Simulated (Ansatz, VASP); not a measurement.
# B2Te3 in VASP and in Ansatz

```
B Te
1.0
     6.26021    0.00000    0.00000
    -3.13011    5.42150    0.00000
     0.00000    0.00000    3.19788
B Te
2 3
Direct
  0.33333 0.66667 0.50000
  0.66667 0.33333 0.50000
  0.37929 0.00000 0.00000
  0.00000 0.37929 0.00000
  0.62071 0.62071 0.00000
```

Alike in both runs: functional PBE; k mesh 3 × 3 × 4; occupations gaussian, width 0.1 eV; no spin polarisation.

Ansatz relaxed the structure, and its values are those at the end. VASP's run is a single point on that final structure, the one shown.

```csv
,VASP,Ansatz
version,VASP 6.6.1,Ansatz 0.2.0
potentials or method,"VASP PAW PBE potentials, release 64 (B, Te), cutoff 520 eV","scalar-relativistic, plane waves, PAW"
valence electrons in the cell,24,54
```

|  | VASP | Ansatz | Ansatz less VASP |
| --- | --- | --- | --- |
| gap on the k mesh at the Fermi level (eV) | none | none | - |
| pressure (GPa) | -0.1 | 0.0 | +0.05 |
| rms of the force components (eV/Å) | 0.005 | 0.005 | 0.0000 |

A gap of «none» marks a metal or a gap that the smearing closes. The functional is the same, so the differences come from potentials, cutoffs and numerics. VASP's potentials hold 24 valence electrons a cell and Ansatz's 54, so a difference there can come from the potentials and not from the codes.

The k mesh is coarse, so the values compare programs but aren't converged. Neither program's run includes spin-orbit coupling.
